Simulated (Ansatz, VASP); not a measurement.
As2CO3 in VASP and in Ansatz

```xyz
6
Lattice="3.8164 0.0000 0.0000 0.0000 3.8164 0.0000 0.0000 0.0000 6.4382" Properties=species:S:1:pos:R:3 pbc="T T T"
As    1.9082    1.9082    1.9415
As    1.9082    1.9082    4.4967
C     1.9082    1.9082    0.0000
O     0.0000    1.9082    0.0000
O     1.9082    0.0000    0.0000
O     0.0000    0.0000    0.0000
```

Alike in both runs: functional PBE; k mesh 10 × 10 × 6; occupations gaussian, width 0.1 eV; no spin polarisation.

Ansatz relaxed the structure, and its values are those at the end. VASP's run is a single point on that final structure, the one shown.

```csv
,VASP,Ansatz
version,VASP 6.6.1,Ansatz 0.2.0
potentials or method,"VASP PAW PBE potentials, release 64 (As, C, O), cutoff 520 eV","scalar-relativistic, plane waves, PAW"
valence electrons in the cell,32,52
```

```tsv
	VASP	Ansatz	Ansatz less VASP
gap on the k mesh at the Fermi level (eV)	none	none	-
pressure (GPa)	0.1	0.0	-0.12
rms of the force components (eV/Å)	0.024	0.000	-0.0236
```

A gap of «none» marks a metal or a gap that the smearing closes. With one functional, cell and mesh, what is left measures potentials, basis and numerics. VASP's potentials hold 32 valence electrons a cell and Ansatz's 52, so a difference there can come from the potentials and not from the codes.
